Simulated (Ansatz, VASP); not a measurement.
Two plane-wave programs on B

File INCAR:

```
PREC     = Accurate       # precision mode
ENCUT    = 600            # plane-wave cutoff, eV
EDIFF    = 1E-6           # SCF threshold, eV
ISMEAR   = 0              # smearing method
SIGMA    = 0.1            # smearing width, eV
LREAL    = F              # projectors in reciprocal space
LASPH    = T              # aspherical terms in the spheres
NELM     = 100            # most SCF steps
ALGO     = Normal         # electronic algorithm
ISIF     = 3              # what is computed and relaxed
LWAVE    = F              # write WAVECAR
LCHARG   = F              # write CHGCAR
GGA      = PE             # functional
IBRION   = 2              # ionic algorithm
NSW      = 90             # ionic steps
EDIFFG   = -0.04          # ionic threshold
```

The input KPOINTS:

```
Automatic mesh
0
Gamma
  6 6 6
```

Contents of POSCAR:

```
B
1.0
   -2.2453066800      2.2453066800      2.2453066800
    2.2453066800     -2.2453066800      2.2453066800
    2.2453066800      2.2453066800     -2.2453066800
B
8
Direct
    0.2500000000      0.2500000000      0.2500000000
    0.5000000000      0.0000000000      0.2500000000
    0.0000000000      0.2500000000      0.5000000000
    0.2500000000      0.5000000000      0.0000000000
    0.7500000000      0.7500000000      0.7500000000
    0.5000000000      0.0000000000      0.7500000000
    0.0000000000      0.7500000000      0.5000000000
    0.7500000000      0.5000000000      0.0000000000
```

Input for Ansatz:

```yaml
crystal:
  lattice:
    - [-2.24530668, 2.24530668, 2.24530668]
    - [2.24530668, -2.24530668, 2.24530668]
    - [2.24530668, 2.24530668, -2.24530668]
  atoms:
    - { symbol: B, position: [0.25, 0.25, 0.25] }
    - { symbol: B, position: [0.5, 0.0, 0.25] }
    - { symbol: B, position: [0.0, 0.25, 0.5] }
    - { symbol: B, position: [0.25, 0.5, 0.0] }
    - { symbol: B, position: [0.75, 0.75, 0.75] }
    - { symbol: B, position: [0.5, 0.0, 0.75] }
    - { symbol: B, position: [0.0, 0.75, 0.5] }
    - { symbol: B, position: [0.75, 0.5, 0.0] }
basis:
  ecutwfc: 420
kpoints:
  mp_grid: { grid: [6, 6, 6] }
hamiltonian:
  xc: pbe
scf:
  occupations: { method: gaussian, width: 0.1 }
  lower_state_search: "off"
output:
  forces: true
  stress: true
  eigenvalues: true
relax:
  adjacent_minimum: "off"
  f_tol: 0.04
  max_steps: 70
  cell: { stress_tol: 0.4 }
```

Alike in both runs: task relaxation of cell and atoms; functional PBE; k mesh 6 × 6 × 6; occupations gaussian, width 0.1 eV; no spin polarisation.

|  | VASP | Ansatz |
| --- | --- | --- |
| version | VASP 6.6.1 | Ansatz 0.2.0 |
| potentials or method | VASP PAW PBE potentials, release 64 (B), cutoff 600 eV | scalar-relativistic, plane waves, PAW |
| valence electrons in the cell | 24 | 24 |

Ansatz gave:

* gap on the k mesh at the Fermi level, each at its own relaxed structure (eV): none
* relaxed volume (Å³/atom): 7.77
* relaxed cell length with the largest relative difference (Å): 4.323

Problem. What did VASP give for the same quantities?

Solution. gap on the k mesh at the Fermi level, each at its own relaxed structure (eV): none; relaxed volume (Å³/atom): 7.77; relaxed cell length with the largest relative difference (Å): 4.322.

A gap of «none» marks a metal or a gap that the smearing closes.

Noted on VASP's run: the volume moved by over 15 % at a fixed basis, so the end points are rough.
